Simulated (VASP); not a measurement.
# AlN (zinc blende type) (F-43m) in VASP: a series of runs, part 2 of 2

VASP 6.6.1. Earlier steps stand in the parts before.

## (4) Single point, HSE06

This run uses another cell than the first one, of 9.80 Å³/atom, 0.920 times its volume.

File POSCAR:

```
AlN
1.0
    0.0000000000      2.1396954177      2.1396954177
    2.1396954177      0.0000000000      2.1396954177
    2.1396954177      2.1396954177      0.0000000000
Al N
1 1
Direct
    0.0000000000      0.0000000000      0.0000000000
    0.2500000000      0.2500000000      0.2500000000
```

File INCAR.step1:

```
  ALGO = Normal
  EDIFF = 1E-5
  ENCUT = 520
  GGA = PE
  ISIF = 2
  ISMEAR = -1
  LASPH = T
  LCHARG = F
  LREAL = F
  LWAVE = T
  NBANDS = 11
  NELM = 60
  PREC = Accurate
  SIGMA = 0.05
```

File INCAR.step2:

```
  ALGO = Normal
  EDIFF = 1E-7
  ENCUT = 520
  GGA = PE
  HFSCREEN = 0.2079
  ISIF = 2
  ISMEAR = -1
  ISTART = 1
  LASPH = T
  LCHARG = F
  LHFCALC = T
  LREAL = F
  LWAVE = F
  NBANDS = 11
  NELM = 60
  PREC = Accurate
  PRECFOCK = Normal
  SIGMA = 0.05
```

File KPOINTS:

```
k-points
0
Gamma
  4 4 4
```

Potentials or basis: VASP PAW PBE potentials, release 64 (Al, N).

Started as:

```sh
cat potpaw_PBE.64/Al/POTCAR potpaw_PBE.64/N/POTCAR > POTCAR
cp INCAR.step1 INCAR
mpirun -np 1 vasp_std > vasp.out
cp INCAR.step2 INCAR
mpirun -np 1 vasp_std > vasp.out
```

OUTCAR:

```text
EDIFF = 1E-7
   ENCUT = 520
   GGA = PE
   HFSCREEN = 0.2079
   ISIF = 2
   ISMEAR = -1
   ISTART = 1
   LASPH = T
   LHFCALC = T
   LREAL = F
   NELM = 60
   PREC = Accurate
   PRECFOCK = Normal

 ion  position               nearest neighbor table
   1  0.000  0.000  0.000-   2 1.85   2 1.85   2 1.85   2 1.85
   2  0.250  0.250  0.250-   1 1.85   1 1.85   1 1.85   1 1.85

  LATTYP: Found a face centered cubic cell.
 ALAT       =     4.2793908354

  Lattice vectors:

 A1 = (   0.0000000000,   2.1396954177,   2.1396954177)
 A2 = (   2.1396954177,   0.0000000000,   2.1396954177)
 A3 = (   2.1396954177,   2.1396954177,   0.0000000000)

Analysis of symmetry for initial positions (statically):
=====================================================================
 Subroutine PRICEL returns:
 Original cell was already a primitive cell.

 Routine SETGRP: Setting up the symmetry group for a
 face centered cubic supercell.

 Subroutine GETGRP returns: Found 24 space group operations
 (whereof 24 operations were pure point group operations)
 out of a pool of 48 trial point group operations.

The static configuration has the point symmetry T_d .

Analysis of symmetry for dynamics (positions and initial velocities):
=====================================================================
 Subroutine PRICEL returns:
 Original cell was already a primitive cell.

 Routine SETGRP: Setting up the symmetry group for a
 face centered cubic supercell.

 Subroutine GETGRP returns: Found 24 space group operations
 (whereof 24 operations were pure point group operations)
 out of a pool of 48 trial point group operations.

The dynamic configuration has the point symmetry T_d .

 Subroutine INISYM returns: Found 24 space group operations
 (whereof 24 operations are pure point group operations),
 and found     1 'primitive' translations

[... 111 lines left out ...]
   HFSCREENC=   0.2079 screening length for correlation (either q_TF or 0.3 A-1)
   ENCUTFOCK=  -1.0 apply spherical cutoff to Coloumb kernel
   IVDW    =     0    specifies the selected vdW correction
   LEPSILON=     F    determine dielectric tensor
   LRPA    =     F    only Hartree local field effects (RPA)
 non-spin polarized calculation
  energy-cutoff  :      520.00
  volume of cell :       19.59
 maximum number of plane-waves:       544
 NGX is ok and might be reduce to    24
  NGX = 18; NGY = 18; NGZ = 18

 number of electron       7.9999998 magnetization

 Free energy of the ion-electron system (eV)
  ---------------------------------------------------
  ext. energy  EPLUGINS =         0.00000000
  ---------------------------------------------------
  free energy    TOTEN  =       -17.31477438 eV

  energy without entropy =      -17.31477438  energy(sigma->0) =      -17.31477438

 E-fermi :   6.7368     XC(G=0):  -9.2192

 val. band max:        5.6299462266   @ k =   0.0000   0.0000   0.0000
 cond. band min:      10.2428220999   @ k =   0.5000   0.5000   0.0000
 fundamental gap:      4.6128758733
 Fermi energy:         6.7367636195

 k-point     1 :       0.0000    0.0000    0.0000
  band No.  band energies     occupation
      1     -11.2182      2.00000
      2       5.6299      2.00000
      3       5.6299      2.00000
      4       5.6299      2.00000
      5      11.8122      0.00000
      6      20.5254      0.00000
      7      20.5254      0.00000
      8      20.5254      0.00000
      9      25.7669      0.00000
     10      25.7669      0.00000
     11      27.2911      0.00000
[... 85 lines left out ...]
 k-point     8 :      -0.2500    0.5000    0.2500
  band No.  band energies     occupation
      1      -8.0191      2.00000
      2       1.4460      2.00000
      3       1.6744      2.00000
      4       2.6194      2.00000
      5      13.2532      0.00000
      6      19.1313      0.00000
      7      19.9787      0.00000
      8      20.6999      0.00000
      9      25.9141      0.00000
     10      27.2459      0.00000
     11      34.3881      0.00000

------------------------ aborting loop because EDIFF is reached ----------------------------------------

  FORCE on cell =-STRESS in cart. coord.  units (eV):
  Direction    XX          YY          ZZ          XY          YZ          ZX
  --------------------------------------------------------------------------------------
  -------------------------------------------------------------------------------------
  Total        1.7276800      1.7276800      1.7276800      0.0000000      0.0000000     -0.0000000
  in kB      141.2823849    141.2823849    141.2823849      0.0000000      0.0000000     -0.0000000
  external PRESSURE =     141.2823849 kB  Pullay stress =       0.0000000 kB

 VOLUME and BASIS-vectors are now :
 -----------------------------------------------------------------------------
  energy-cutoff  :      520.00
  volume of cell :       19.59
      direct lattice vectors                 reciprocal lattice vectors
     0.000000000  2.139695418  2.139695418    -0.233678119  0.233678119  0.233678119
     2.139695418  0.000000000  2.139695418     0.233678119 -0.233678119  0.233678119
     2.139695418  2.139695418  0.000000000     0.233678119  0.233678119 -0.233678119

 POSITION                                       TOTAL-FORCE (eV/Angst)
 -----------------------------------------------------------------------------------
      0.00000      0.00000      0.00000         0.000000      0.000000      0.000000
      1.06985      1.06985      1.06985        -0.000000     -0.000000     -0.000000
 -----------------------------------------------------------------------------------
    total drift:                                0.000000     -0.000000     -0.000000

  FREE ENERGIE OF THE ION-ELECTRON SYSTEM (eV)
  ---------------------------------------------------
  free  energy   TOTEN  =       -17.3147743844 eV

  energy  without entropy=      -17.3147743844  energy(sigma->0) =      -17.31477438
```

OSZICAR.step1:

```text
N       E                     dE             d eps       ncg     rms          rms(c)
DAV:   1     0.107895610858E+02    0.10790E+02   -0.37807E+03   176   0.603E+02
DAV:   2    -0.164389427587E+02   -0.27229E+02   -0.26438E+02   230   0.136E+02
DAV:   3    -0.172435806371E+02   -0.80464E+00   -0.80354E+00   212   0.223E+01
DAV:   4    -0.172476486050E+02   -0.40680E-02   -0.40676E-02   194   0.172E+00
DAV:   5    -0.172476937381E+02   -0.45133E-04   -0.45133E-04   212   0.172E-01    0.896E+00
DAV:   6    -0.147320524320E+02    0.25156E+01   -0.11626E+01   208   0.176E+01    0.294E+00
DAV:   7    -0.147187195519E+02    0.13333E-01   -0.21675E-01   194   0.340E+00    0.216E+00
DAV:   8    -0.147137144579E+02    0.50051E-02   -0.25811E-02   185   0.153E+00    0.559E-01
DAV:   9    -0.147125274828E+02    0.11870E-02   -0.33247E-03   212   0.348E-01    0.238E-01
DAV:  10    -0.147125719162E+02   -0.44433E-04   -0.34154E-04   194   0.121E-01    0.315E-02
DAV:  11    -0.147125859234E+02   -0.14007E-04   -0.13176E-05   191   0.275E-02    0.140E-02
DAV:  12    -0.147125860180E+02   -0.94508E-07   -0.16169E-07   103   0.336E-03
   1 F= -.14712586E+02 E0= -.14712586E+02  d E =-.600311E-11
```

Wall time 3.4 min (1 thread of AMD EPYC, shared host); peak memory 0.2 GiB.

Results:

| Item | Value |
| --- | --- |
| Free energy | -17.3148 eV |
| Pressure | 14.1 GPa |
| Band gap on the k mesh | 4.61 eV, indirect (least direct gap 6.18 eV) |

Caveat: the k points lie up to 0.64 Å⁻¹ apart; the PAW data sets were made with another functional, which shifts forces and pressure a little. A k mesh can miss the band edges.

## (5) Single point, HSE06

This run uses another cell than the first one, of 9.80 Å³/atom, 0.920 times its volume.

POSCAR is that of step 4.

File INCAR.step1:

```
SYSTEM = AlN
PREC = Accurate
ENCUT = 520
EDIFF = 1E-5
ISMEAR = -1
SIGMA = 0.05
LREAL = .False.
LASPH = .True.
NELM = 80
ALGO = Normal
ISIF = 2
LWAVE = .True.
GGA = PE
NBANDS = 11
```

File INCAR.step2:

```
SYSTEM = AlN
PREC = Accurate
ENCUT = 520
EDIFF = 1E-7
ISMEAR = -1
SIGMA = 0.05
LREAL = .False.
LASPH = .True.
NELM = 80
ALGO = Normal
ISIF = 2
LWAVE = .False.
LCHARG = .True.
GGA = PE
LHFCALC = .True.
HFSCREEN = 0.2079
PRECFOCK = Normal
LELF = .True.
LVHAR = .True.
ISTART = 1
NBANDS = 11
```

File KPOINTS:

```
Automatic mesh
0
Gamma
  4 4 4
  0 0 0
```

Started as:

```sh
cat potpaw_PBE.64/Al/POTCAR potpaw_PBE.64/N/POTCAR > POTCAR
cp INCAR.step1 INCAR
mpirun -np 1 vasp_std > vasp.out
cp INCAR.step2 INCAR
mpirun -np 1 vasp_std > vasp.out
```

It took 4 min on 1 thread of AMD EPYC, shared host; peak memory 0.2 GiB.

Results (log left out):

```
Free energy            : -17.3148 eV
Pressure               : 14.1 GPa
Band gap on the k mesh : 4.61 eV, indirect (least direct gap 6.18 eV)
```

Levels at points of the mesh, in eV from the valence-band top:
| k point | band 1 | band 2 | band 3 | band 4 | band 5 | band 6 | band 7 | band 8 | band 9 |
| --- | --- | --- | --- | --- | --- | --- | --- | --- | --- |
| (0.00, 0.00, 0.00) | -16.85 | 0.00 | 0.00 | 0.00 | 6.18 | 14.90 | 14.90 | 14.90 | 20.14 |
| (0.50, 0.00, 0.00) | -14.46 | -6.63 | -0.54 | -0.54 | 9.49 | 12.11 | 13.17 | 13.17 | 20.83 |
| (0.50, 0.50, 0.00) | -13.72 | -5.54 | -2.02 | -2.02 | 4.61 | 10.49 | 17.04 | 18.65 | 18.65 |

Caveat: the k points lie up to 0.64 Å⁻¹ apart; the PAW data sets were made with another functional, which shifts forces and pressure a little.
